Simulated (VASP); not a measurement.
Here is a VASP 6.6.1 calculation.

POSCAR

```
ZnS
1.0
    0.0000000000      2.6945131952      2.6945131952
    2.6945131952      0.0000000000      2.6945131952
    2.6945131952      2.6945131952      0.0000000000
Zn S
1 1
Direct
    0.0000000000      0.0000000000      0.0000000000
    0.8613373653      0.8613373653      0.5599352286
```

File INCAR.step1:

```
SYSTEM = ZnS
PREC     = Accurate       ! precision mode
ENCUT    = 520            ! plane-wave cutoff, eV
ISMEAR   = 0              ! smearing method
SIGMA    = 0.05           ! smearing width, eV
LREAL    = .False.        ! projectors in reciprocal space
LASPH    = .True.         ! aspherical terms in the spheres
NELM     = 60             ! most SCF steps
NBANDS   = 16             ! bands
GGA      = PE             ! functional
ALGO     = Normal         ! electronic algorithm
EDIFF    = 1E-4           ! SCF threshold, eV
LWAVE    = .True.         ! write WAVECAR
LCHARG   = .False.        ! write CHGCAR
```

Contents of INCAR.step2:

```
SYSTEM = ZnS
PREC     = Accurate       ! precision mode
ENCUT    = 520            ! plane-wave cutoff, eV
EDIFF    = 1E-7           ! SCF threshold, eV
ISMEAR   = 0              ! smearing method
SIGMA    = 0.05           ! smearing width, eV
LREAL    = .False.        ! projectors in reciprocal space
LASPH    = .True.         ! aspherical terms in the spheres
NELM     = 60             ! most SCF steps
ALGO     = Normal         ! electronic algorithm
ISIF     = 2              ! what is computed and relaxed
LWAVE    = .False.        ! write WAVECAR
LCHARG   = .False.        ! write CHGCAR
METAGGA  = R2SCAN         ! meta-GGA
LMIXTAU  = .True.       
NBANDS   = 16             ! bands
ISTART   = 1
```

The input KPOINTS:

```
Automatic mesh
0
Gamma
  8 8 8
  0 0 0
```

Potentials or basis: VASP PAW PBE potentials, release 64 (Zn, S).

Command:

```bash
$ cat potpaw_PBE.64/Zn/POTCAR potpaw_PBE.64/S/POTCAR > POTCAR
$ cp INCAR.step1 INCAR
$ mpirun -np 1 vasp_std > vasp.out
$ cp INCAR.step2 INCAR
$ mpirun -np 1 vasp_std > vasp.out
```

(1) What does it give for the pressure?

(2) Estimate the band gap on the k mesh.

(3) What does it give for the largest force?

Results:

(1) 25.6 GPa.

(2) 2.35 eV (least direct gap 2.59 eV).

(3) 12.673 eV/Å.

Caveat: the cell differs from its parent crystal (atom 2 (S) moved by (-0.300, +0.600) A along [1 1 0] and z); the cell stands under pressure; the PAW data sets were made with another functional, which shifts forces and pressure a little.
